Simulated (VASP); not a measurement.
# CsAs (Pm-3m) in VASP: further runs, part 2 of 2

VASP 6.6.1.

**3. Relaxation of cell and atoms, r2SCAN**

This run uses another cell than the first one, of 31.98 Å³/atom.

Contents of POSCAR:

```
CsAs
1.0
    3.9991050000      0.0000000000      0.0000000000
    0.0000000000      3.9991050000      0.0000000000
    0.0000000000      0.0000000000      3.9991050000
As Cs
1 1
Direct
    0.0000000000      0.0000000000      0.0000000000
    0.5000000000      0.5000000000      0.5000000000
```

Contents of INCAR.step1:

```
PREC = Accurate ; ENCUT = 550
ISMEAR = 1 ; SIGMA = 0.2969
LREAL = F ; LASPH = T
NELM = 120 ; GGA = PE
ALGO = Normal ; EDIFF = 1E-5
LWAVE = T ; LCHARG = F
GGA_COMPAT = F ; IBRION = 2
ISIF = 3 ; EDIFFG = -0.005
NELMIN = 4 ; NSW = 100
```

Contents of INCAR.step2:

```
PREC = Accurate ; ENCUT = 550
EDIFF = 1E-7 ; ISMEAR = 1
SIGMA = 0.2969 ; LREAL = F
LASPH = T ; NELM = 120
ALGO = Normal ; ISIF = 3
LWAVE = F ; LCHARG = F
METAGGA = R2SCAN ; LMIXTAU = T
IBRION = 2 ; NSW = 60
EDIFFG = -0.01 ; ISTART = 1
GGA_COMPAT = F ; NELMIN = 4
```

Contents of KPOINTS:

```
Automatic mesh
0
Gamma
  9 9 9
```

Potentials or basis: VASP PAW PBE potentials, release 64 (As, Cs_sv).

The run is started by

```console
cat potpaw_PBE.64/As/POTCAR potpaw_PBE.64/Cs_sv/POTCAR > POTCAR
cp INCAR.step1 INCAR
mpirun -np 1 vasp_std > vasp.out
cp INCAR.step2 INCAR
mpirun -np 1 vasp_std > vasp.out
```

OUTCAR:

```text
PREC = Accurate
   ENCUT = 550
   EDIFF = 1E-7
   ISMEAR = 1
   LREAL = F
   LASPH = T
   NELM = 120
   ISIF = 3
   METAGGA = R2SCAN
   IBRION = 2
   NSW = 60
   EDIFFG = -0.01
   ISTART = 1
   NELMIN = 4

 ion  position               nearest neighbor table
   1  0.000  0.000  0.000-
   2  0.500  0.500  0.500-

  LATTYP: Found a simple cubic cell.
 ALAT       =     3.9991050000

  Lattice vectors:

 A1 = (   3.9991050000,   0.0000000000,   0.0000000000)
 A2 = (   0.0000000000,   3.9991050000,   0.0000000000)
 A3 = (   0.0000000000,   0.0000000000,   3.9991050000)

Analysis of symmetry for initial positions (statically):
=====================================================================
 Subroutine PRICEL returns:
 Original cell was already a primitive cell.

 Routine SETGRP: Setting up the symmetry group for a
 simple cubic supercell.

 Subroutine GETGRP returns: Found 48 space group operations
 (whereof 48 operations were pure point group operations)
 out of a pool of 48 trial point group operations.

The static configuration has the point symmetry O_h .

Analysis of symmetry for dynamics (positions and initial velocities):
=====================================================================
 Subroutine PRICEL returns:
 Original cell was already a primitive cell.

 Routine SETGRP: Setting up the symmetry group for a
 simple cubic supercell.

 Subroutine GETGRP returns: Found 48 space group operations
 (whereof 48 operations were pure point group operations)
 out of a pool of 48 trial point group operations.

The dynamic configuration has the point symmetry O_h .

 Subroutine INISYM returns: Found 48 space group operations
 (whereof 48 operations are pure point group operations),
 and found     1 'primitive' translations

----------------------------------------------------------------------------------------

                                     Primitive cell

  volume of cell :      63.9570

  direct lattice vectors                    reciprocal lattice vectors
     3.999105000  0.000000000  0.000000000     0.250055950  0.000000000  0.000000000
     0.000000000  3.999105000  0.000000000     0.000000000  0.250055950  0.000000000
     0.000000000  0.000000000  3.999105000     0.000000000  0.000000000  0.250055950

  length of vectors
     3.999105000  3.999105000  3.999105000     0.250055950  0.250055950  0.250055950

  position of ions in fractional coordinates (direct lattice)
     0.000000000  0.000000000  0.000000000
     0.500000000  0.500000000  0.500000000

  ion indices of the primitive-cell ions
   primitive index   ion index
                 1           1
                 2           2

----------------------------------------------------------------------------------------

 KPOINTS: Automatic mesh

Automatic generation of k-mesh.
 Grid dimensions read from file:
 generate k-points for:    9    9    9

[... 43 lines left out ...]
  0.444444  0.333333  0.111111     48.000000
 [... further k-points ...]
   k-points           NKPTS =     35   k-points in BZ     NKDIM =     35   number of bands    NBANDS=     11
   number of dos      NEDOS =    301   number of ions     NIONS =      2
   total plane-waves  NPLWV =  32768
   dimension x,y,z NGX =    32 NGY =   32 NGZ =   32
   dimension x,y,z NGXF=    64 NGYF=   64 NGZF=   64
   ions per type =               1   1
   NGX,Y,Z   is equivalent  to a cutoff of  13.30, 13.30, 13.30 a.u.
   NGXF,Y,Z  is equivalent  to a cutoff of  26.61, 26.61, 26.61 a.u.
 SYSTEM =  unknown system
   PREC   = accura    normal or accurate (medium, high low for compatibility)
   ISTART =      1    job   : 0-new  1-cont  2-samecut
   ICHARG =      0    charge: 1-file 2-atom 10-const
   ISPIN  =      1    spin polarized calculation?
   LNONCOLLINEAR =      F non collinear calculations
   LSORBIT =      F    spin-orbit coupling
   LASPH  =      T    aspherical Exc in radial PAW
   ENCUT  =  550.0 eV  40.42 Ry    6.36 a.u.   7.65  7.65  7.65*2*pi/ulx,y,z
   NELM   =    120;   NELMIN=  4; NELMDL=  0     # of ELM steps
   EDIFF  = 0.1E-06   stopping-criterion for ELM
   LREAL  =      F    real-space projection
   EDIFFG = -.1E-01   stopping-criterion for IOM
   NSW    =     60    number of steps for IOM
   IBRION =      2    ionic relax: 0-MD 1-quasi-New 2-CG
   NFREE  =      1    steps in history (QN), initial steepest desc. (CG)
   ISIF   =      3    stress and relaxation
   ISYM   =      2    0-nonsym 1-usesym 2-fastsym
   POTIM  = 0.5000    time-step for ionic-motion
   TEBEG  =    0.0;   TEEND  =   0.0 temperature during run
   PSTRESS=    0.0 pullay stress
   NELECT =      14.0000    total number of electrons
   NUPDOWN=      -1.0000    fix difference up-down
   EMIN   =  10.00;   EMAX   =-10.00  energy-range for DOS
   EFERMI =   0.00;   METHOD = LEGACY
   ISMEAR =     1;   SIGMA  =   0.30  broadening in eV -4-tet -1-fermi 0-gaus
   EFERMI_NEDOS =   21; number of points for ismear=-14 and -15
   IALGO  =     38    algorithm
   IMIX   =      4    mixing-type and parameters
     AMIX     =   0.40;   BMIX     =  1.00
     AMIX_MAG =   1.60;   BMIX_MAG =  1.00
  volume/ion in A,a.u.               =      31.98       215.80
  Fermi-wavevector in a.u.,A,eV,Ry     =   0.986631  1.864462 13.244462  0.973440
  Thomas-Fermi vector in A             =   2.118026
   LORBIT       =      0    0 simple, 1 ext, 2 COOP (PROOUT), +10 PAW based schemes
   METAGGA = R2SCAN    functional components
   LHFCALC =     F    Hartree Fock is set to
   AEXX    =    0.0000 exact exchange contribution
   IVDW    =     0    specifies the selected vdW correction
   LEPSILON=     F    determine dielectric tensor
   LRPA    =     F    only Hartree local field effects (RPA)
 conjugate gradient relaxation of ions
 non-spin polarized calculation
 Methfessel and Paxton  Order N= 1 SIGMA  =   0.30
  energy-cutoff  :      550.00
  volume of cell :       63.96
 maximum number of plane-waves:      1891
 NGX is ok and might be reduce to    32
   NGX = 15   NGY = 15   NGZ = 15

--------------------------------------- Ionic step        1  -------------------------------------------

 number of electron      13.9999998 magnetization

 Free energy of the ion-electron system (eV)
  ---------------------------------------------------
  ext. energy  EPLUGINS =         0.00000000
  ---------------------------------------------------
  free energy    TOTEN  =       -39.02879817 eV

  energy without entropy =      -39.04296380  energy(sigma->0) =      -39.03352004

------------------------ aborting loop because EDIFF is reached ----------------------------------------

  FORCE on cell =-STRESS in cart. coord.  units (eV):
  Direction    XX          YY          ZZ          XY          YZ          ZX
  --------------------------------------------------------------------------------------
  -------------------------------------------------------------------------------------
  Total        2.0994585      2.0994585      2.0994585      0.0000000      0.0000000     -0.0000000
  in kB       52.5931834     52.5931834     52.5931834      0.0000000      0.0000000     -0.0000000
  external PRESSURE =      52.5931834 kB  Pullay stress =       0.0000000 kB
[... 95 lines left out ...]
--------------------------------------- Ionic step        4  -------------------------------------------

 number of electron      14.0000003 magnetization

 Free energy of the ion-electron system (eV)
  ---------------------------------------------------
  ext. energy  EPLUGINS =         0.00000000
  ---------------------------------------------------
  free energy    TOTEN  =       -39.22145442 eV

  energy without entropy =      -39.23596385  energy(sigma->0) =      -39.22629090

 E-fermi :   1.2711     XC(G=0):  -8.6656

 val. band max:        1.2305401122   @ k =   0.1111   0.1111   0.1111
 cond. band min:       1.3018731944   @ k =   0.1111   0.1111   0.0000
 fundamental gap:      0.0713330822
 Fermi energy:         1.2710914373

 k-point     1 :       0.0000    0.0000    0.0000
  band No.  band energies     occupation
      1     -20.6302      2.00000
      2      -8.6769      2.00000
      3      -6.8778      2.00000
      4      -6.8778      2.00000
      5      -6.8778      2.00000
      6       1.8929     -0.01164
      7       1.8929     -0.01164
      8       1.8929     -0.01164
      9       4.6252     -0.00000
     10       4.6252     -0.00000
     11       5.7943     -0.00000
[... 309 lines left out ...]
 k-point    24 :       0.4444    0.3333    0.1111
  band No.  band energies     occupation
      1     -20.5282      2.00000
      2      -8.6049      2.00000
      3      -7.3509      2.00000
      4      -7.1242      2.00000
      5      -6.7994      2.00000
      6       0.3520      2.00011
      7       0.7039      2.02113
      8       1.5999     -0.06597
      9       5.8708     -0.00000
     10       6.6910     -0.00000
     11       7.5265      0.00000

 [... further k-points ...]
[... 5 lines left out ...]
  --------------------------------------------------------------------------------------
  -------------------------------------------------------------------------------------
  Total       -0.0081883     -0.0081883     -0.0081883      0.0000000      0.0000000      0.0000000
  in kB       -0.1679738     -0.1679738     -0.1679738      0.0000000      0.0000000      0.0000000
  external PRESSURE =      -0.1679738 kB  Pullay stress =       0.0000000 kB
[... 17 lines left out ...]
  FREE ENERGIE OF THE ION-ELECTRON SYSTEM (eV)
  ---------------------------------------------------
  free  energy   TOTEN  =       -39.2214544210 eV

  energy  without entropy=      -39.2359638521  energy(sigma->0) =      -39.22629090

 reached required accuracy - stopping structural energy minimisation
```

Wall time 2.3 min (1 thread of Intel Xeon 6975P-C (Granite Rapids), shared host); peak memory 0.21 GiB.

Results:

```yaml
Free_energy: -39.2215 eV
Relaxed_volume: 39.05 Å³/atom
Relaxed_cell: a = 4.275 Å, b = 4.275 Å, c = 4.275 Å, α = 90.00°, β = 90.00°, γ = 90.00°
Space_group_after_relaxing_to_0.1_Å: Pm-3m (No. 221)
Energy_gained_by_relaxing: 96.3 meV/atom
Ionic_steps: 4
Pressure_after_relaxing: 0.0 GPa
Band_gap_on_the_k_mesh: zero (bands 7 and 8 overlap by 2.00 eV)
```

Step by step:
```tsv
step	energy change (eV)	largest force (eV/Å)	pressure (GPa)	volume (Å³)
1	0.0000	0.0000	5.26	63.96
2	-0.1816	0.0000	0.96	74.17
3	-0.1918	0.0000	-0.23	79.14
4	-0.1927	0.0000	-0.02	78.10
```

Final structure:
```
CELL_PARAMETERS angstrom
4.27453 0.00000 0.00000
0.00000 4.27453 0.00000
0.00000 0.00000 4.27453
ATOMIC_POSITIONS crystal
As 0.00000 0.00000 0.00000
Cs 0.50000 0.50000 0.50000
```

Levels at points of the mesh, in eV from the Fermi level:
```csv
k point,band 4,band 5,band 6,band 7,band 8,band 9,band 10,band 11
"(0.00, 0.00, 0.00)",-8.15,-8.15,0.62,0.62,0.62,3.35,3.35,4.52
```

Caveat: the volume moved by over 15 % at a fixed basis, so the end points are rough; the PAW data sets were made with another functional, which shifts forces and pressure a little; spin-orbit coupling is left out, which moves the levels of the heavy elements.
